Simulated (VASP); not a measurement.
Write the native input for VASP 6.6.1 that does the following.

```yaml
Task: single point
Functional: LDA
Potentials_or_basis: VASP PAW LDA potentials, release 64 (Rh_pv)
Cutoff: 520 eV
k_mesh: 20 × 20 × 20
Occupations: gaussian, width 0.15 eV
Spin: no spin polarisation
Dipole_correction: no
Further_INCAR_settings: ALGO = Fast; EDIFF = 1e-06; NBANDS = 14
```

The structure of Rh lies in POSCAR:

```
Rh
1.0
   -0.0938517631      1.8520706927      1.8770352617
    1.8520706927     -0.0938517631      1.8770352617
    1.7582189296      1.7582189296      0.0000000000
Rh
1
Direct
    0.0000000000      0.0000000000      0.0000000000
```

These files were run (other wordings do the same):

INCAR

```
  ALGO = Fast
  EDIFF = 1E-6
  ENCUT = 520
  GGA = CA
  ISIF = 2
  ISMEAR = 0
  LASPH = T
  LCHARG = F
  LREAL = F
  LWAVE = F
  NBANDS = 14
  NELM = 100
  PREC = Accurate
  SIGMA = 0.15
```

KPOINTS

```
k-points
0
Gamma
  20 20 20
```

Potentials or basis: VASP PAW LDA potentials, release 64 (Rh_pv).

Launch:

```sh
$ cat potpaw_LDA.64/Rh_pv/POTCAR > POTCAR
$ mpirun -np 1 vasp_std > vasp.out
```

Results of the run:

```json
{
 "Pressure": "14.6 GPa",
 "Band gap on the k mesh": "zero (an odd number of electrons rules out a gap without spin polarisation)"
}
```

Caveat: the stress differs along the axes, from 8 to 18 GPa.

Run time: 3.7 min on 1 thread of AMD EPYC 7R43 64-Core Processor (Zen 3) (shared host), peak memory 0.24 GiB.
